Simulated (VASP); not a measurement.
# AgO (I-4m2) in VASP: single point with PBEsol

Aim: the single point of AgO with PBEsol.

All numbers are computed with VASP 6.6.1; they aren't measurements. Logs are shortened: lines on timing, memory, paths and dates and some standing lists are left out, and cuts for length are marked.

## 1. The cell of the first run

It takes space group I-4m2 (No. 119, tetragonal). Conventional cell: a = 3.405 Å, b = 3.405 Å, c = 4.623 Å, α = 90.00°, β = 90.00°, γ = 90.00°. Ag (site symmetry -4m2) has 4 O at 2.06 Å within 2.7 Å. O (site symmetry -4m2) has 4 Ag at 2.06 Å within 2.7 Å.

## 2. Single point, PBEsol (strain +0.000 along x and y, -0.040 along z)

File INCAR:

```
SYSTEM = AgO
PREC = Accurate
ENCUT = 520
EDIFF = 1E-7
ISMEAR = 0
SIGMA = 0.15
LREAL = .False.
LASPH = .True.
NELM = 80
ALGO = Normal
ISIF = 2
LWAVE = .False.
LCHARG = .False.
GGA = PS
NBANDS = 16
```

File KPOINTS:

```
regular mesh
0
Gamma
  18 18 18
  0 0 0
```

File POSCAR:

```
AgO
1.0
    0.0000000000      2.4080000000      2.3116800000
    2.4080000000      0.0000000000      2.3116800000
    2.4080000000      2.4080000000      0.0000000000
Ag O
1 1
Direct
    0.0000000000      0.0000000000      0.0000000000
    0.7500000000      0.7500000000      0.7500000000
```

Potentials or basis: VASP PAW PBE potentials, release 64 (Ag, O).

The run is started by

```sh
cat potpaw_PBE.64/Ag/POTCAR potpaw_PBE.64/O/POTCAR > POTCAR
mpirun -np 1 vasp_std > vasp.out
```

OUTCAR:

```text
SYSTEM = AgO
   PREC = Accurate
   ENCUT = 520
   EDIFF = 1E-7
   ISMEAR = 0
   LREAL = .False.
   LASPH = .True.
   NELM = 80
   ISIF = 2
   GGA = PS

 ion  position               nearest neighbor table
   1  0.000  0.000  0.000-   2 2.06   2 2.06   2 2.06   2 2.06
   2  0.750  0.750  0.750-   1 2.06   1 2.06   1 2.06   1 2.06

  LATTYP: Found a body centered tetragonal cell.
 ALAT       =     3.4054262582
 C/A-ratio  =     1.3576450199

  Lattice vectors:

 A1 = (   0.0000000000,  -2.4080000000,  -2.3116800000)
 A2 = (   0.0000000000,   2.4080000000,  -2.3116800000)
 A3 = (   2.4080000000,   0.0000000000,   2.3116800000)

Analysis of symmetry for initial positions (statically):
=====================================================================
 Subroutine PRICEL returns:
 Original cell was already a primitive cell.

 Routine SETGRP: Setting up the symmetry group for a
 body centered tetragonal supercell.

 Subroutine GETGRP returns: Found  8 space group operations
 (whereof  8 operations were pure point group operations)
 out of a pool of 16 trial point group operations.

The static configuration has the point symmetry D_2d.

Analysis of symmetry for dynamics (positions and initial velocities):
=====================================================================
 Subroutine PRICEL returns:
 Original cell was already a primitive cell.

 Routine SETGRP: Setting up the symmetry group for a
 body centered tetragonal supercell.

 Subroutine GETGRP returns: Found  8 space group operations
 (whereof  8 operations were pure point group operations)
 out of a pool of 16 trial point group operations.

The dynamic configuration has the point symmetry D_2d.

 Subroutine INISYM returns: Found  8 space group operations
 (whereof  8 operations are pure point group operations),
 and found     1 'primitive' translations

----------------------------------------------------------------------------------------

                                     Primitive cell

  volume of cell :      26.8084

  direct lattice vectors                    reciprocal lattice vectors
     0.000000000  2.408000000  2.311680000    -0.207641196  0.207641196  0.216292913
     2.408000000  0.000000000  2.311680000     0.207641196 -0.207641196  0.216292913
     2.408000000  2.408000000  0.000000000     0.207641196  0.207641196 -0.216292913

  length of vectors
     3.338012646  3.338012646  3.405426258     0.364708591  0.364708591  0.364708591

  position of ions in fractional coordinates (direct lattice)
     0.000000000  0.000000000  0.000000000
     0.750000000  0.750000000  0.750000000

  ion indices of the primitive-cell ions
   primitive index   ion index
                 1           1
                 2           2

----------------------------------------------------------------------------------------

 KPOINTS: regular mesh

Automatic generation of k-mesh.
 Grid dimensions read from file:
 generate k-points for:   18   18   18

 Generating k-lattice:

  Cartesian coordinates                     Fractional coordinates (reciprocal lattice)
    -0.011535622  0.011535622  0.012016273     0.055555556 -0.000000000  0.000000000
     0.011535622 -0.011535622  0.012016273    -0.000000000  0.055555556  0.000000000
     0.011535622  0.011535622 -0.012016273     0.000000000  0.000000000  0.055555556

  Length of vectors
     0.020261588  0.020261588  0.020261588

  Shift w.r.t. Gamma in fractional coordinates (k-lattice)
     0.000000000  0.000000000  0.000000000

 Subroutine IBZKPT returns following result:
 ===========================================

 Found    480 irreducible k-points:

 Following reciprocal coordinates:
            Coordinates               Weight
  0.000000  0.000000  0.000000      1.000000
  0.055556  0.000000  0.000000      8.000000
  0.111111  0.000000  0.000000      8.000000
  0.166667 -0.000000  0.000000      8.000000
  0.222222  0.000000  0.000000      8.000000
  0.277778  0.000000  0.000000      8.000000
[... 16 lines left out ...]
 -0.277778  0.055556  0.000000      8.000000
 -0.222222  0.055556  0.000000      8.000000
 [... further k-points ...]
   k-points           NKPTS =    480   k-points in BZ     NKDIM =    480   number of bands    NBANDS=     16
   number of dos      NEDOS =    301   number of ions     NIONS =      2
   total plane-waves  NPLWV =  21952
   dimension x,y,z NGX =    28 NGY =   28 NGZ =   28
   dimension x,y,z NGXF=    56 NGYF=   56 NGZF=   56
   ions per type =               1   1
   NGX,Y,Z   is equivalent  to a cutoff of  13.95, 13.95, 13.67 a.u.
   NGXF,Y,Z  is equivalent  to a cutoff of  27.89, 27.89, 27.34 a.u.
 SYSTEM =  AgO
   PREC   = accura    normal or accurate (medium, high low for compatibility)
   ISTART =      0    job   : 0-new  1-cont  2-samecut
   ICHARG =      2    charge: 1-file 2-atom 10-const
   ISPIN  =      1    spin polarized calculation?
   LNONCOLLINEAR =      F non collinear calculations
   LSORBIT =      F    spin-orbit coupling
   LASPH  =      T    aspherical Exc in radial PAW
   ENCUT  =  520.0 eV  38.22 Ry    6.18 a.u.   6.21  6.21  6.33*2*pi/ulx,y,z
   NELM   =     80;   NELMIN=  2; NELMDL= -5     # of ELM steps
   EDIFF  = 0.1E-06   stopping-criterion for ELM
   LREAL  =      F    real-space projection
   EDIFFG = 0.1E-05   stopping-criterion for IOM
   NSW    =      0    number of steps for IOM
   IBRION =     -1    ionic relax: 0-MD 1-quasi-New 2-CG
   NFREE  =      0    steps in history (QN), initial steepest desc. (CG)
   ISIF   =      2    stress and relaxation
   ISYM   =      2    0-nonsym 1-usesym 2-fastsym
   POTIM  = 0.5000    time-step for ionic-motion
   TEBEG  =    0.0;   TEEND  =   0.0 temperature during run
   PSTRESS=    0.0 pullay stress
   NELECT =      17.0000    total number of electrons
   NUPDOWN=      -1.0000    fix difference up-down
   EMIN   =  10.00;   EMAX   =-10.00  energy-range for DOS
   EFERMI =   0.00;   METHOD = LEGACY
   ISMEAR =     0;   SIGMA  =   0.15  broadening in eV -4-tet -1-fermi 0-gaus
   EFERMI_NEDOS =   21; number of points for ismear=-14 and -15
   IALGO  =     38    algorithm
   IMIX   =      4    mixing-type and parameters
     AMIX     =   0.40;   BMIX     =  1.00
     AMIX_MAG =   1.60;   BMIX_MAG =  1.00
  volume/ion in A,a.u.               =      13.40        90.46
  Fermi-wavevector in a.u.,A,eV,Ry     =   1.406482  2.657866 26.914939  1.978192
  Thomas-Fermi vector in A             =   2.528838
   LORBIT       =      0    0 simple, 1 ext, 2 COOP (PROOUT), +10 PAW based schemes
   GGA     = PS    functional components
   LHFCALC =     F    Hartree Fock is set to
   AEXX    =    0.0000 exact exchange contribution
   IVDW    =     0    specifies the selected vdW correction
   LEPSILON=     F    determine dielectric tensor
   LRPA    =     F    only Hartree local field effects (RPA)
 non-spin polarized calculation
 Gauss-broadening in eV      SIGMA  =   0.15
  energy-cutoff  :      520.00
  volume of cell :       26.81
 maximum number of plane-waves:       742
 NGX is ok and might be reduce to    28
   NGX = 13   NGY = 13   NGZ = 13

 number of electron      16.9999997 magnetization

 Free energy of the ion-electron system (eV)
  ---------------------------------------------------
  ext. energy  EPLUGINS =         0.00000000
  ---------------------------------------------------
  free energy    TOTEN  =        -7.91904423 eV

  energy without entropy =       -7.89600179  energy(sigma->0) =       -7.90752301

 E-fermi :   5.3819     XC(G=0): -11.5266

 val. band max:        5.3796698465   @ k =  -0.2222   0.1111   0.0000
 cond. band min:       5.3823282712   @ k =   0.4444   0.0000   0.0000
 fundamental gap:      0.0026584247
 Fermi energy:         5.3818754042

 k-point     1 :       0.0000    0.0000    0.0000
  band No.  band energies     occupation
      1     -13.3315      2.00000
      2      -1.0543      2.00000
      3      -1.0543      2.00000
      4      -0.9864      2.00000
      5       1.8803      2.00000
      6       2.0217      2.00000
[... 8 lines left out ...]
     15      25.0420      0.00000
     16      25.0420      0.00000

 k-point     2 :       0.0556    0.0000    0.0000
  band No.  band energies     occupation
      1     -13.3187      2.00000
      2      -1.0596      2.00000
      3      -1.0390      2.00000
      4      -0.9766      2.00000
      5       1.8764      2.00000
      6       2.0146      2.00000
[... 8 lines left out ...]
     15      24.9077      0.00000
     16      25.3497      0.00000

 k-point     3 :       0.1111    0.0000    0.0000
  band No.  band energies     occupation
      1     -13.2822      2.00000
      2      -1.0795      2.00000
      3      -0.9956      2.00000
      4      -0.9347      2.00000
      5       1.8684      2.00000
      6       1.9968      2.00000
[... 8 lines left out ...]
     15      24.6260      0.00000
     16      25.2150      0.00000

 k-point     4 :       0.1667   -0.0000    0.0000
  band No.  band energies     occupation
      1     -13.2267      2.00000
      2      -1.0926      2.00000
      3      -0.9317      2.00000
      4      -0.8631      2.00000
      5       1.8664      2.00000
      6       1.9778      2.00000
[... 8 lines left out ...]
     15      24.3985      0.00000
     16      24.9489      0.00000
[... 324 lines left out ...]
 k-point    22 :      -0.3333    0.0556    0.0000
  band No.  band energies     occupation
      1     -12.9982      2.00000
      2      -0.7497      2.00000
      3      -0.7074      2.00000
      4      -0.5595      2.00000
      5       1.9588      2.00000
      6       2.0873      2.00000
[... 8 lines left out ...]
     15      24.6683      0.00000
     16      26.0350      0.00000

 k-point    23 :      -0.2778    0.0556    0.0000
  band No.  band energies     occupation
      1     -13.0598      2.00000
      2      -0.9225      2.00000
      3      -0.7637      2.00000
      4      -0.6285      2.00000
      5       1.8764      2.00000
      6       2.0470      2.00000
[... 8 lines left out ...]
     15      24.0359      0.00000
     16      25.7937      0.00000

 k-point    24 :      -0.2222    0.0556    0.0000
  band No.  band energies     occupation
      1     -13.1289      2.00000
      2      -1.0392      2.00000
      3      -0.8334      2.00000
      4      -0.7072      2.00000
      5       1.8279      2.00000
      6       2.0197      2.00000
[... 8 lines left out ...]
     15      23.6225      0.00000
     16      25.7475      0.00000

 [... further k-points ...]

------------------------ aborting loop because EDIFF is reached ----------------------------------------

  FORCE on cell =-STRESS in cart. coord.  units (eV):
  Direction    XX          YY          ZZ          XY          YZ          ZX
  --------------------------------------------------------------------------------------
  -------------------------------------------------------------------------------------
  Total        3.0721412      3.0721412      2.7808662      0.0000000     -0.0000000      0.0000000
  in kB      183.6035542    183.6035542    166.1957819      0.0000000     -0.0000000      0.0000000
  external PRESSURE =     177.8009634 kB  Pullay stress =       0.0000000 kB

 VOLUME and BASIS-vectors are now :
 -----------------------------------------------------------------------------
  energy-cutoff  :      520.00
  volume of cell :       26.81
      direct lattice vectors                 reciprocal lattice vectors
     0.000000000  2.408000000  2.311680000    -0.207641196  0.207641196  0.216292913
     2.408000000  0.000000000  2.311680000     0.207641196 -0.207641196  0.216292913
     2.408000000  2.408000000  0.000000000     0.207641196  0.207641196 -0.216292913

 POSITION                                       TOTAL-FORCE (eV/Angst)
 -----------------------------------------------------------------------------------
      0.00000      0.00000      0.00000        -0.000000     -0.000000     -0.000000
      3.61200      3.61200      3.46752         0.000000      0.000000      0.000000
 -----------------------------------------------------------------------------------
    total drift:                               -0.000001     -0.000001      0.000002

  FREE ENERGIE OF THE ION-ELECTRON SYSTEM (eV)
  ---------------------------------------------------
  free  energy   TOTEN  =        -7.9190442291 eV

  energy  without entropy=       -7.8960017949  energy(sigma->0) =       -7.90752301
```

Run time: 4 min. Hardware: 1 thread of AMD EPYC 9R45 (Zen 5), shared host; peak memory 0.29 GiB.

What came out:

```yaml
Free_energy: -7.9190 eV
Pressure: 17.8 GPa
```

Levels at points of the mesh, in eV from the Fermi level:
```csv
k point,band 7,band 8,band 9,band 10,band 11,band 12
"(0.00, 0.00, 0.00)",0.11,0.91,0.91,1.03,14.22,14.22
"(0.50, 0.00, 0.00)",-2.95,-0.09,-0.04,5.48,7.02,13.85
"(0.50, 0.50, 0.00)",-1.82,-1.54,-1.54,6.07,9.84,11.28
"(0.50, 0.00, 0.50)",-2.03,-1.65,-1.42,6.06,9.14,11.82
```

Caveat: the cell differs from its parent crystal (strain +0.000 along x and y, -0.040 along z); the PAW data sets were made with another functional, which shifts forces and pressure a little; an odd number of electrons without spin polarisation forces a metal; a magnetic or distorted state may lie lower.
